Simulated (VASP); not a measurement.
Write the native input for VASP 6.6.1 that does the following.

```yaml
Task: relaxation of cell and atoms
Functional: BLYP
Dispersion: D4
Potentials_or_basis: VASP PAW PBE potentials, release 64 (Rh_pv)
Cutoff: 600 eV
k_mesh: 12 × 12 × 12
Occupations: fermi-dirac, width 0.05 eV
Spin: no spin polarisation
Dipole_correction: no
Further_INCAR_settings: ALGO = Normal; EDIFF = 1e-06; IBRION = 2; EDIFFG = -0.01; NSW = 60; ISIF = 3
```

The structure of Rh lies in POSCAR:

```
Rh
1.0
    0.0000000000      1.8978500000      1.8978500000
    1.8978500000      0.0000000000      1.8978500000
    1.8978500000      1.8978500000      0.0000000000
Rh
1
Direct
    0.0000000000      0.0000000000      0.0000000000
```

One way to write it, as run:

INCAR

```
PREC     = Accurate       # precision mode
ENCUT    = 600            # plane-wave cutoff, eV
EDIFF    = 1E-6           # SCF threshold, eV
ISMEAR   = -1             # smearing method
SIGMA    = 0.05           # smearing width, eV
LREAL    = F              # projectors in reciprocal space
LASPH    = T              # aspherical terms in the spheres
NELM     = 60             # most SCF steps
ALGO     = Normal         # electronic algorithm
ISIF     = 3              # what is computed and relaxed
LWAVE    = F              # write WAVECAR
LCHARG   = F              # write CHGCAR
GGA      = B5             # functional
ALDAX    = 1.0          
AGGAX    = 1.0          
AGGAC    = 1.0          
ALDAC    = 0.0          
IVDW     = 13             # dispersion correction
VDW_S6   = 1.0          
VDW_S8   = 2.34076671   
VDW_A1   = 0.44488865   
VDW_A2   = 4.0933009    
IBRION   = 2              # ionic algorithm
NSW      = 60             # ionic steps
EDIFFG   = -0.01          # ionic threshold
```

KPOINTS

```
regular mesh
0
Gamma
  12 12 12
```

Potentials or basis: VASP PAW PBE potentials, release 64 (Rh_pv).

Run with:

```console
$ cat potpaw_PBE.64/Rh_pv/POTCAR > POTCAR
$ mpirun -np 1 vasp_std > vasp.out
```

Results of the run:

```yaml
Relaxed_volume: 13.82 Å³/atom
Relaxed_cell: a = 2.694 Å, b = 2.694 Å, c = 2.694 Å, α = 60.00°, β = 60.00°, γ = 60.00°
Space_group_after_relaxing_to_0.05_Å: Fm-3m (No. 225)
Energy_gained_by_relaxing: 1.3 meV/atom
Ionic_steps: 3
Pressure_after_relaxing: 0.0 GPa
Dispersion_energy_per_atom: -1.643 eV
```

Caveat: the PAW data sets were made with another functional, which shifts forces and pressure a little; pairwise dispersion overbinds metals, which lowers pressure and volume.

It took 22 s on 1 thread of Intel(R) Xeon(R) 6975P-C (Granite Rapids), with other jobs on the host, peak memory 0.14 GiB.
